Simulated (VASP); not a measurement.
# MoS2 (P-3m1) in VASP: notebook, part 2 of 2

VASP 6.6.1. Earlier steps stand in the parts before.

## Step 4: Single point, LDA

This run uses another cell than the first one, of 18.60 Å³/atom, 1.043 times its volume.

Input file INCAR:

```
PREC = Accurate
ENCUT = 520
EDIFF = 1E-7
ISMEAR = 0
SIGMA = 0.15
LREAL = F
LASPH = T
NELM = 80
ALGO = Normal
ISIF = 2
LWAVE = F
LCHARG = F
GGA = CA
NBANDS = 20
```

Input file KPOINTS:

```
Automatic mesh
0
Gamma
  10 10 5
```

Input file POSCAR:

```
MoS2
1.0
    3.2058035084      0.0000000000      0.0000000000
   -1.6029012576      2.7763066026      0.0000000000
    0.0000000000      0.0000000000      6.2701061329
Mo S
1 2
Direct
    0.0000000000      0.0000000000      0.5000000000
    0.3333333333      0.6666666667      0.2553190000
    0.6666666667      0.3333333333      0.7446810000
```

Potentials or basis: VASP PAW LDA potentials, release 64 (Mo_sv, S).

Launch:

```console
$ cat potpaw_LDA.64/Mo_sv/POTCAR potpaw_LDA.64/S/POTCAR > POTCAR
$ mpirun -np 1 vasp_std > vasp.out
```

OUTCAR:

```text
PREC = Accurate
   ENCUT = 520
   EDIFF = 1E-7
   ISMEAR = 0
   LREAL = F
   LASPH = T
   NELM = 80
   ISIF = 2
   GGA = CA

 ion  position               nearest neighbor table
   1  0.000  0.000  0.500-   2 2.40   3 2.40   3 2.40   2 2.40   3 2.40   2 2.40
   2  0.333  0.667  0.255-   1 2.40   1 2.40   1 2.40
   3  0.667  0.333  0.745-   1 2.40   1 2.40   1 2.40

  LATTYP: Found a hexagonal cell.
 ALAT       =     3.2058035084
 C/A-ratio  =     1.9558610241

  Lattice vectors:

 A1 = (   3.2058035084,   0.0000000000,   0.0000000000)
 A2 = (  -1.6029012576,   2.7763066026,   0.0000000000)
 A3 = (   0.0000000000,   0.0000000000,   6.2701061329)

Analysis of symmetry for initial positions (statically):
=====================================================================
 Subroutine PRICEL returns:
 Original cell was already a primitive cell.

 Routine SETGRP: Setting up the symmetry group for a
 hexagonal supercell.

 Subroutine GETGRP returns: Found 12 space group operations
[... 162 lines left out ...]
  ---------------------------------------------------
  free energy    TOTEN  =       -23.58423318 eV

  energy without entropy =      -23.57323726  energy(sigma->0) =      -23.57873522

 E-fermi :   7.0563     XC(G=0): -10.8625

 val. band max:        7.0244913498   @ k =   0.2000   0.2000   0.4000
 cond. band min:       7.1468707138   @ k =   0.1000  -0.0000   0.2000
 fundamental gap:      0.1223793640
 Fermi energy:         7.0563032480

 k-point     1 :       0.0000    0.0000    0.0000
  band No.  band energies     occupation
      1     -54.4066      2.00000
      2     -28.6530      2.00000
      3     -28.5976      2.00000
      4     -28.5976      2.00000
      5      -7.8736      2.00000
      6      -6.3438      2.00000
[... 541 lines left out ...]
     19      13.4203      0.00000
     20      14.6991      0.00000

 [... further k-points ...]

------------------------ aborting loop because EDIFF is reached ----------------------------------------

  FORCE on cell =-STRESS in cart. coord.  units (eV):
  Direction    XX          YY          ZZ          XY          YZ          ZX
  --------------------------------------------------------------------------------------
  -------------------------------------------------------------------------------------
  Total       -1.5557545     -1.5557538     -0.2049572     -0.0000003      0.0000000      0.0000000
  in kB      -44.6655244    -44.6655027     -5.8842977     -0.0000080      0.0000000      0.0000000
  external PRESSURE =     -31.7384416 kB  Pullay stress =       0.0000000 kB

 VOLUME and BASIS-vectors are now :
 -----------------------------------------------------------------------------
  energy-cutoff  :      520.00
  volume of cell :       55.81
      direct lattice vectors                 reciprocal lattice vectors
     3.205803508  0.000000000  0.000000000     0.311934277  0.180095327  0.000000000
    -1.602901258  2.776306603  0.000000000     0.000000000  0.360190765  0.000000000
     0.000000000  0.000000000  6.270106133     0.000000000  0.000000000  0.159486934

 POSITION                                       TOTAL-FORCE (eV/Angst)
 -----------------------------------------------------------------------------------
      0.00000      0.00000      3.13505        -0.000000      0.000000      0.000000
      0.00000      1.85087      1.60088         0.000000      0.000000     -0.181603
      1.60290      0.92544      4.66923        -0.000000     -0.000000      0.181603
 -----------------------------------------------------------------------------------
    total drift:                                0.000000      0.000000      0.000000

  FREE ENERGIE OF THE ION-ELECTRON SYSTEM (eV)
  ---------------------------------------------------
  free  energy   TOTEN  =       -23.5842331792 eV

  energy  without entropy=      -23.5732372599  energy(sigma->0) =      -23.57873522
```

OSZICAR:

```text
N       E                     dE             d eps       ncg     rms          rms(c)
DAV:   1     0.208987365236E+03    0.20899E+03   -0.14654E+04  2456   0.122E+03
DAV:   2    -0.162911951574E+02   -0.22528E+03   -0.21977E+03  2772   0.331E+02
DAV:   3    -0.250949765336E+02   -0.88038E+01   -0.86991E+01  2856   0.623E+01
DAV:   4    -0.252018656295E+02   -0.10689E+00   -0.10675E+00  2820   0.720E+00
DAV:   5    -0.252035741729E+02   -0.17085E-02   -0.17084E-02  2820   0.895E-01    0.241E+01
DAV:   6    -0.241170539199E+02    0.10865E+01   -0.14372E+01  2456   0.220E+01    0.897E+00
DAV:   7    -0.237462995169E+02    0.37075E+00   -0.60184E+00  2464   0.140E+01    0.646E+00
DAV:   8    -0.235857136982E+02    0.16059E+00   -0.81126E-01  2584   0.531E+00    0.149E+00
DAV:   9    -0.235856271954E+02    0.86503E-04   -0.24123E-02  2680   0.953E-01    0.490E-01
DAV:  10    -0.235843148727E+02    0.13123E-02   -0.10246E-02  2584   0.651E-01    0.812E-02
DAV:  11    -0.235842446913E+02    0.70181E-04   -0.59520E-04  2592   0.168E-01    0.566E-02
DAV:  12    -0.235842335040E+02    0.11187E-04   -0.35286E-05  2684   0.375E-02    0.193E-02
DAV:  13    -0.235842336576E+02   -0.15358E-06   -0.25944E-05  2652   0.296E-02    0.123E-02
DAV:  14    -0.235842331714E+02    0.48624E-06   -0.50637E-06  2600   0.144E-02    0.441E-03
DAV:  15    -0.235842331792E+02   -0.78544E-08   -0.29199E-07  2104   0.402E-03
   1 F= -.23584233E+02 E0= -.23578735E+02  d E =-.109959E-01
```

Run time: 18 s. Hardware: 1 thread of Intel Xeon 6975P-C (Granite Rapids), shared host; peak memory 0.18 GiB.

What came out:

```
Free energy            : -23.5842 eV
Pressure               : -3.2 GPa
Largest force          : 0.182 eV/Å
Band gap on the k mesh : zero (band 13 reaches 7.43 eV, above the bottom of band 14 at 6.68 eV)
```

Forces in eV/Å, atoms in the order of the input:
```
Mo   0.000  0.000  0.000
S    0.000  0.000 -0.182
S    0.000  0.000  0.182
```

## Step 5: Summary

| cell | gap on the mesh (eV) | pressure (GPa) | largest force (eV/Å) |
| --- | --- | --- | --- |
| a = 3.162, b = 3.162, c = 6.184 Å, angles 90.0, 90.0, 120.0°, 3 atoms | none | 3.0 | 0.91 |
| a = 3.184, b = 3.184, c = 6.227 Å, angles 90.0, 90.0, 120.0°, 3 atoms | none | -0.3 | 0.53 |
| a = 3.206, b = 3.206, c = 6.270 Å, angles 90.0, 90.0, 120.0°, 3 atoms | none | -3.2 | 0.18 |

Alike in all rows: task single point; level LDA; potentials or basis VASP PAW LDA potentials, release 64 (Mo_sv, S); no spin polarisation; k mesh 10 × 10 × 5; cutoff (eV) 520; smearing gaussian 0.15 eV.

Absolute energies hang on the potentials; compare differences alone.
